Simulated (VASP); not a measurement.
A run of VASP 6.6.1 is set up as follows.

File INCAR:

```
SYSTEM = BP
PREC = Accurate ; ENCUT = 450
EDIFF = 1E-7 ; ISMEAR = 0
SIGMA = 0.02 ; LREAL = .False.
LASPH = .True. ; NELM = 120
ALGO = Normal ; ISIF = 2
LWAVE = .False. ; LCHARG = .False.
GGA = PS ; IBRION = 2
NSW = 60 ; EDIFFG = -0.002
GGA_COMPAT = .False. ; NELMIN = 4
```

File KPOINTS:

```
regular mesh
0
Gamma
  8 8 8
  0 0 0
```

POSCAR

```
BP
1.0
    0.0000000000      2.2827359537      2.2465738000
    2.2827359537      0.0000000000      2.2465738000
    2.2827359537      2.2827359537      0.0000000000
B P
1 1
Direct
    0.0000000000      0.0000000000      0.0000000000
    0.2500000000      0.2500000000      0.2500000000
```

Potentials or basis: VASP PAW PBE potentials, release 64 (B, P).

The run is started by

```console
$ cat potpaw_PBE.64/B/POTCAR potpaw_PBE.64/P/POTCAR > POTCAR
$ mpirun -np 1 vasp_std > vasp.out
```

Problem. Estimate the band gap on the k mesh.

Solution. 0.93 eV, indirect (least direct gap 3.19 eV).

Final structure:
```
CELL_PARAMETERS angstrom
0.00000 2.28274 2.24657
2.28274 0.00000 2.24657
2.28274 2.28274 0.00000
ATOMIC_POSITIONS crystal
B 0.00000 0.00000 0.00000
P 0.25000 0.25000 0.25000
```

Caveat: the cell differs from its parent crystal (strained cell); the relaxation stopped at its first step, so nothing moved. A k mesh can miss the band edges.
